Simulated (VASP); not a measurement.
# SbC (Pm-3m) in VASP: notebook

The runs below take SbC through single point, relaxation of cell and atoms, with PBE.

Everything below comes from runs of VASP 6.6.1. Logs are shortened: lines on timing, memory, paths and dates and some standing lists are left out, and cuts for length are marked.

## Step 1: The cell of the first run

The structure is cubic, space group Pm-3m (No. 221). Conventional cell: a = 3.109 Å, b = 3.109 Å, c = 3.109 Å, α = 90.00°, β = 90.00°, γ = 90.00°. Sb (site symmetry m-3m) has 8 C at 2.69 Å and 6 Sb at 3.11 Å within 3.6 Å. Within 3.6 Å of C (site symmetry m-3m) lie 8 Sb at 2.69 Å and 6 C at 3.11 Å.

## Step 2: Single point, PBE

Input file INCAR:

```
SYSTEM = SbC
PREC = Accurate
ENCUT = 520
EDIFF = 1E-7
ISMEAR = -1
SIGMA = 0.05
LREAL = .FALSE.
LASPH = .TRUE.
NELM = 100
ALGO = Normal
ISIF = 2
LWAVE = .FALSE.
LCHARG = .TRUE.
GGA = PE
LELF = .TRUE.
LVHAR = .TRUE.
NBANDS = 12
```

Input file KPOINTS:

```
Automatic mesh
0
G
  9 9 9
  0 0 0
```

Input file POSCAR:

```
SbC
1.0
    3.1088865705      0.0000000000      0.0000000000
    0.0000000000      3.1088865705      0.0000000000
    0.0000000000      0.0000000000      3.1088865705
Sb C
1 1
Direct
    0.5000000000      0.5000000000      0.5000000000
    0.0000000000      0.0000000000      0.0000000000
```

Potentials or basis: VASP PAW PBE potentials, release 64 (Sb, C).

On the command line:

```sh
$ cat potpaw_PBE.64/Sb/POTCAR potpaw_PBE.64/C/POTCAR > POTCAR
$ mpirun -np 1 vasp_std > vasp.out
```

OUTCAR:

```text
SYSTEM = SbC
   PREC = Accurate
   ENCUT = 520
   EDIFF = 1E-7
   ISMEAR = -1
   LREAL = .FALSE.
   LASPH = .TRUE.
   NELM = 100
   ISIF = 2
   GGA = PE

 ion  position               nearest neighbor table
   1  0.500  0.500  0.500-   2 2.69   2 2.69   2 2.69   2 2.69   2 2.69   2 2.69   2 2.69   2 2.69

   2  0.000  0.000  0.000-   1 2.69   1 2.69   1 2.69   1 2.69   1 2.69   1 2.69   1 2.69   1 2.69

  LATTYP: Found a simple cubic cell.
 ALAT       =     3.1088865705

  Lattice vectors:

 A1 = (   3.1088865705,   0.0000000000,   0.0000000000)
 A2 = (   0.0000000000,   3.1088865705,   0.0000000000)
 A3 = (   0.0000000000,   0.0000000000,   3.1088865705)

Analysis of symmetry for initial positions (statically):
=====================================================================
 Subroutine PRICEL returns:
 Original cell was already a primitive cell.

 Routine SETGRP: Setting up the symmetry group for a
 simple cubic supercell.

 Subroutine GETGRP returns: Found 48 space group operations
 (whereof 48 operations were pure point group operations)
 out of a pool of 48 trial point group operations.

The static configuration has the point symmetry O_h .

Analysis of symmetry for dynamics (positions and initial velocities):
=====================================================================
 Subroutine PRICEL returns:
 Original cell was already a primitive cell.

 Routine SETGRP: Setting up the symmetry group for a
 simple cubic supercell.

 Subroutine GETGRP returns: Found 48 space group operations
 (whereof 48 operations were pure point group operations)
 out of a pool of 48 trial point group operations.

The dynamic configuration has the point symmetry O_h .

 Subroutine INISYM returns: Found 48 space group operations
 (whereof 48 operations are pure point group operations),
 and found     1 'primitive' translations

----------------------------------------------------------------------------------------

                                     Primitive cell

  volume of cell :      30.0479

  direct lattice vectors                    reciprocal lattice vectors
     3.108886571  0.000000000  0.000000000     0.321658567  0.000000000  0.000000000
     0.000000000  3.108886571  0.000000000     0.000000000  0.321658567  0.000000000
     0.000000000  0.000000000  3.108886571     0.000000000  0.000000000  0.321658567

  length of vectors
     3.108886571  3.108886571  3.108886571     0.321658567  0.321658567  0.321658567

  position of ions in fractional coordinates (direct lattice)
     0.500000000  0.500000000  0.500000000
     0.000000000  0.000000000  0.000000000

  ion indices of the primitive-cell ions
   primitive index   ion index
                 1           1
                 2           2

----------------------------------------------------------------------------------------

 KPOINTS: Automatic mesh

Automatic generation of k-mesh.
 Grid dimensions read from file:
 generate k-points for:    9    9    9

 Generating k-lattice:

  Cartesian coordinates                     Fractional coordinates (reciprocal lattice)
     0.035739841  0.000000000  0.000000000     0.111111111  0.000000000  0.000000000
     0.000000000  0.035739841  0.000000000     0.000000000  0.111111111  0.000000000
     0.000000000  0.000000000  0.035739841     0.000000000  0.000000000  0.111111111

  Length of vectors
     0.035739841  0.035739841  0.035739841

  Shift w.r.t. Gamma in fractional coordinates (k-lattice)
     0.000000000  0.000000000  0.000000000

 Subroutine IBZKPT returns following result:
 ===========================================

 Found     35 irreducible k-points:

 Following reciprocal coordinates:
            Coordinates               Weight
  0.000000  0.000000  0.000000      1.000000
  0.111111  0.000000  0.000000      6.000000
  0.222222  0.000000  0.000000      6.000000
  0.333333  0.000000  0.000000      6.000000
  0.444444  0.000000  0.000000      6.000000
  0.111111  0.111111  0.000000     12.000000
[... 16 lines left out ...]
  0.333333  0.333333  0.111111     24.000000
  0.444444  0.333333  0.111111     48.000000
 [... further k-points ...]
   k-points           NKPTS =     35   k-points in BZ     NKDIM =     35   number of bands    NBANDS=     12
   number of dos      NEDOS =    301   number of ions     NIONS =      2
   total plane-waves  NPLWV =  13824
   dimension x,y,z NGX =    24 NGY =   24 NGZ =   24
   dimension x,y,z NGXF=    48 NGYF=   48 NGZF=   48
   ions per type =               1   1
   NGX,Y,Z   is equivalent  to a cutoff of  12.83, 12.83, 12.83 a.u.
   NGXF,Y,Z  is equivalent  to a cutoff of  25.67, 25.67, 25.67 a.u.
 SYSTEM =  SbC
   PREC   = accura    normal or accurate (medium, high low for compatibility)
   ISTART =      0    job   : 0-new  1-cont  2-samecut
   ICHARG =      2    charge: 1-file 2-atom 10-const
   ISPIN  =      1    spin polarized calculation?
   LNONCOLLINEAR =      F non collinear calculations
   LSORBIT =      F    spin-orbit coupling
   LASPH  =      T    aspherical Exc in radial PAW
   ENCUT  =  520.0 eV  38.22 Ry    6.18 a.u.   5.78  5.78  5.78*2*pi/ulx,y,z
   NELM   =    100;   NELMIN=  2; NELMDL= -5     # of ELM steps
   EDIFF  = 0.1E-06   stopping-criterion for ELM
   LREAL  =      F    real-space projection
   EDIFFG = 0.1E-05   stopping-criterion for IOM
   NSW    =      0    number of steps for IOM
   IBRION =     -1    ionic relax: 0-MD 1-quasi-New 2-CG
   NFREE  =      0    steps in history (QN), initial steepest desc. (CG)
   ISIF   =      2    stress and relaxation
   ISYM   =      2    0-nonsym 1-usesym 2-fastsym
   POTIM  = 0.5000    time-step for ionic-motion
   TEBEG  =    0.0;   TEEND  =   0.0 temperature during run
   PSTRESS=    0.0 pullay stress
   NELECT =       9.0000    total number of electrons
   NUPDOWN=      -1.0000    fix difference up-down
   EMIN   =  10.00;   EMAX   =-10.00  energy-range for DOS
   EFERMI =   0.00;   METHOD = LEGACY
   ISMEAR =    -1;   SIGMA  =   0.05  broadening in eV -4-tet -1-fermi 0-gaus
   EFERMI_NEDOS =   21; number of points for ismear=-14 and -15
   IALGO  =     38    algorithm
   IMIX   =      4    mixing-type and parameters
     AMIX     =   0.40;   BMIX     =  1.00
     AMIX_MAG =   1.60;   BMIX_MAG =  1.00
  volume/ion in A,a.u.               =      15.02       101.39
  Fermi-wavevector in a.u.,A,eV,Ry     =   1.095345  2.069901 16.323997  1.199780
  Thomas-Fermi vector in A             =   2.231666
   LORBIT       =      0    0 simple, 1 ext, 2 COOP (PROOUT), +10 PAW based schemes
   GGA     = PE    functional components
   LHFCALC =     F    Hartree Fock is set to
   AEXX    =    0.0000 exact exchange contribution
   IVDW    =     0    specifies the selected vdW correction
   LEPSILON=     F    determine dielectric tensor
   LRPA    =     F    only Hartree local field effects (RPA)
 non-spin polarized calculation
  energy-cutoff  :      520.00
  volume of cell :       30.05
 maximum number of plane-waves:       818
 NGX is ok and might be reduce to    24
   NGX = 11   NGY = 11   NGZ = 11

 number of electron       8.9999999 magnetization

 Free energy of the ion-electron system (eV)
  ---------------------------------------------------
  ext. energy  EPLUGINS =         0.00000000
  ---------------------------------------------------
  free energy    TOTEN  =        -8.94838358 eV

  energy without entropy =       -8.93900517  energy(sigma->0) =       -8.94369437

 E-fermi :   9.7180     XC(G=0): -11.4182

 val. band max:        9.6846977526   @ k =   0.4444   0.3333   0.1111
 cond. band min:       9.7751222441   @ k =   0.3333   0.2222   0.0000
 fundamental gap:      0.0904244914
 Fermi energy:         9.7179544698

 k-point     1 :       0.0000    0.0000    0.0000
  band No.  band energies     occupation
      1      -5.4849      2.00000
      2       5.6263      2.00000
      3       8.0531      2.00000
      4       8.0531      2.00000
      5       8.0531      2.00000
      6      15.1846      0.00000
      7      15.1846      0.00000
      8      17.3613      0.00000
      9      17.3613      0.00000
     10      17.3613      0.00000
     11      25.8688      0.00000
     12      25.8688      0.00000

 k-point     2 :       0.1111    0.0000    0.0000
  band No.  band energies     occupation
      1      -5.2982      2.00000
      2       4.7751      2.00000
      3       8.2177      2.00000
      4       8.2177      2.00000
      5       8.2636      2.00000
      6      15.2354      0.00000
      7      15.3374      0.00000
      8      17.0353      0.00000
      9      17.0353      0.00000
     10      17.7644      0.00000
     11      25.1663      0.00000
     12      25.1664      0.00000

 k-point     3 :       0.2222    0.0000    0.0000
  band No.  band energies     occupation
      1      -4.7390      2.00000
      2       2.9628      2.00000
      3       8.6889      2.00000
      4       8.6889      2.00000
      5       8.7109      2.00000
      6      14.4185      0.00000
      7      15.7961      0.00000
      8      16.1319      0.00000
      9      16.1319      0.00000
     10      19.6242      0.00000
     11      22.9672      0.00000
     12      24.6131      0.00000
[... 286 lines left out ...]
 k-point    23 :       0.3333    0.3333    0.1111
  band No.  band energies     occupation
      1      -1.9923      2.00000
      2       1.7667      2.00000
      3       4.2275      2.00000
      4       7.8793      2.00000
      5       9.1620      1.99997
      6      12.6090      0.00000
      7      14.0916      0.00000
      8      15.0606      0.00000
      9      20.3969      0.00000
     10      21.9514      0.00000
     11      22.1704      0.00000
     12      23.0467      0.00000

 k-point    24 :       0.4444    0.3333    0.1111
  band No.  band energies     occupation
      1      -0.7878      2.00000
      2       0.7203      2.00000
      3       4.5432      2.00000
      4       6.2040      2.00000
      5       9.6847      1.32083
      6      12.5862      0.00000
      7      13.6304      0.00000
      8      15.5109      0.00000
      9      20.0183      0.00000
     10      21.8202      0.00000
     11      22.0801      0.00000
     12      23.2775      0.00000

 [... further k-points ...]
[... 5 lines left out ...]
  --------------------------------------------------------------------------------------
  -------------------------------------------------------------------------------------
  Total       -0.0823788     -0.0823788     -0.0823788      0.0000000      0.0000000      0.0000000
  in kB       -4.3924954     -4.3924954     -4.3924954      0.0000000      0.0000000      0.0000000
  external PRESSURE =      -4.3924954 kB  Pullay stress =       0.0000000 kB

 VOLUME and BASIS-vectors are now :
 -----------------------------------------------------------------------------
  energy-cutoff  :      520.00
  volume of cell :       30.05
      direct lattice vectors                 reciprocal lattice vectors
     3.108886571  0.000000000  0.000000000     0.321658567  0.000000000  0.000000000
     0.000000000  3.108886571  0.000000000     0.000000000  0.321658567  0.000000000
     0.000000000  0.000000000  3.108886571     0.000000000  0.000000000  0.321658567

 POSITION                                       TOTAL-FORCE (eV/Angst)
 -----------------------------------------------------------------------------------
      1.55444      1.55444      1.55444         0.000000      0.000000      0.000000
      0.00000      0.00000      0.00000         0.000000      0.000000      0.000000
 -----------------------------------------------------------------------------------
    total drift:                               -0.000000      0.000000      0.000000

  FREE ENERGIE OF THE ION-ELECTRON SYSTEM (eV)
  ---------------------------------------------------
  free  energy   TOTEN  =        -8.9483835754 eV

  energy  without entropy=       -8.9390051744  energy(sigma->0) =       -8.94369437
```

Run time: 8.8 s. Hardware: 1 thread of Intel Xeon Platinum 8375C at 2.90GHz (Ice Lake), shared host; peak memory 0.14 GiB.

Results:

| Item | Value |
| --- | --- |
| Free energy | -8.9484 eV |
| Pressure | -0.4 GPa |

Caveat: spin-orbit coupling is left out, which moves the levels of the heavy elements.

(Continued in part 2 of 2.)
